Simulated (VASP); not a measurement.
Write the native input for VASP 6.6.1 that does the following.

```yaml
Task: single point
Functional: PBE
Potentials_or_basis: VASP PAW PBE potentials, release 64 (Hf_pv, Sc_sv, O)
Cutoff: 600 eV
k_mesh: 8 × 4 × 4
Occupations: gaussian, width 0.2 eV
Spin: no spin polarisation
Dipole_correction: no
Further_INCAR_settings: ALGO = Normal; EDIFF = 1e-06; NBANDS = 62
```

The structure of HfSc2O3 lies in POSCAR:

```
HfSc2O3
1.0
    1.5490015274     -2.6829493466      0.0000000000
   -4.6470045824     -2.6829493465      0.0000000000
    0.0000000000      0.0000000000     -8.2762064423
Hf Sc O
2 4 6
Direct
    0.5000000000      0.5000000000      0.0000000000
    1.0000000000      0.0000000000      1.0000000000
    0.5000000000      0.8333333333      0.3423089402
    1.0000000000      0.3333333333      0.3423089402
    1.0000000000      0.6666666667      0.6576910598
    0.5000000000      0.1666666667      0.6576910598
    0.5000000000      0.8333333333      0.8121692123
    1.0000000000      0.3333333333      0.8121692123
    1.0000000000      0.6666666667      0.1878307877
    0.5000000000      0.1666666667      0.1878307877
    0.5000000000      0.5000000000      0.5000000000
    1.0000000000      1.0000000000      0.5000000000
```

These files were run (other wordings do the same):

INCAR

```
PREC = Accurate ; ENCUT = 600
EDIFF = 1E-6 ; ISMEAR = 0
SIGMA = 0.2 ; LREAL = False
LASPH = True ; NELM = 120
ALGO = Normal ; ISIF = 2
LWAVE = False ; LCHARG = False
GGA = PE ; NBANDS = 62
GGA_COMPAT = False
```

KPOINTS

```
Automatic mesh
0
Gamma
  8 4 4
```

Potentials or basis: VASP PAW PBE potentials, release 64 (Hf_pv, Sc_sv, O).

Run with:

```bash
$ cat potpaw_PBE.64/Hf_pv/POTCAR potpaw_PBE.64/Sc_sv/POTCAR potpaw_PBE.64/O/POTCAR > POTCAR
$ mpirun -np 1 vasp_std > vasp.out
```

Results of the run:

```
Pressure               : -0.2 GPa
Largest force          : 0.144 eV/Å
Band gap on the k mesh : zero (bands 50 and 51 overlap by 0.69 eV)
```

Caveat: spin-orbit coupling is left out, which moves the levels of the heavy elements.

It took 24 min on 1 thread of Intel Xeon 8259CL, with other jobs on the host, peak memory 0.58 GiB.
